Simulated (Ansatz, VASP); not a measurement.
# AlN: VASP beside Ansatz

```
Al N
1.0
     0.00000    2.01660    2.01660
     2.01660    0.00000    2.01660
     2.01660    2.01660    0.00000
Al N
1 1
Direct
  0.50000 0.50000 0.50000
  0.00000 0.00000 0.00000
```

Alike in both runs: functional r2SCAN; dispersion rVV10; k mesh 10 × 10 × 10; occupations gaussian, width 0.02 eV; no spin polarisation.

Ansatz relaxed the structure, and its values are those at the end. VASP's run is a single point on that final structure, the one shown.

|  | VASP | Ansatz |
| --- | --- | --- |
| version | VASP 6.6.1 | Ansatz 0.2.0 |
| potentials or method | VASP PAW PBE potentials, release 64 (Al, N), cutoff 660 eV | scalar-relativistic, plane waves, PAW |
| valence electrons in the cell | 8 | 8 |

```tsv
	VASP	Ansatz	Ansatz less VASP
gap on the k mesh at the Fermi level (eV)	5.54	5.54	-0.001
least direct gap on the mesh (eV)	6.61	6.56	-0.047
pressure (GPa)	-0.6	0.0	+0.64
```

VASP's potentials were made for PBE, not for r2SCAN.
